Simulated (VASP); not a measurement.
A run of VASP 6.6.1:

The input POSCAR:

```
Pt
1.0
    2.7606656158      0.0000000000      0.0000000000
   -1.3803328079      2.3908065546      0.0000000000
    0.0000000000      0.0000000000      4.7921340000
Pt
2
Direct
    0.3333333333      0.6666666667      0.2500000000
    0.6666666667      0.3333333333      0.7500000000
```

Contents of INCAR.step1:

```
SYSTEM = Pt
PREC = Accurate
ENCUT = 520
EDIFF = 1E-5
ISMEAR = -1
SIGMA = 0.05
LREAL = .False.
LASPH = .True.
NELM = 80
ALGO = Normal
ISIF = 2
LWAVE = .True.
GGA = PE
NBANDS = 17
```

The input INCAR.step2:

```
SYSTEM = Pt
PREC = Accurate
ENCUT = 520
EDIFF = 1E-6
ISMEAR = -1
SIGMA = 0.05
LREAL = .False.
LASPH = .True.
NELM = 80
ALGO = Normal
ISIF = 2
LWAVE = .False.
LCHARG = .True.
GGA = PE
LHFCALC = .True.
HFSCREEN = 0.2079
PRECFOCK = Normal
LELF = .True.
LVHAR = .True.
ISTART = 1
NBANDS = 17
```

Contents of KPOINTS:

```
regular mesh
0
Gamma
  6 6 3
  0 0 0
```

Potentials or basis: VASP PAW PBE potentials, release 64 (Pt).

The run is started by

```bash
$ cat potpaw_PBE.64/Pt/POTCAR > POTCAR
$ cp INCAR.step1 INCAR
$ mpirun -np 1 vasp_std > vasp.out
$ cp INCAR.step2 INCAR
$ mpirun -np 1 vasp_std > vasp.out
```

Hardware: 1 thread of Intel(R) Xeon(R) Platinum 8259CL CPU @ 2.50GHz (Skylake/Cascade Lake), with other jobs on the host.

Problem. Estimate the wall time of this run.

Solution. Run time: 26 min on 1 thread of Intel(R) Xeon(R) Platinum 8259CL CPU @ 2.50GHz (Skylake/Cascade Lake), with other jobs on the host, peak memory 0.26 GiB. Counts: k points 14.
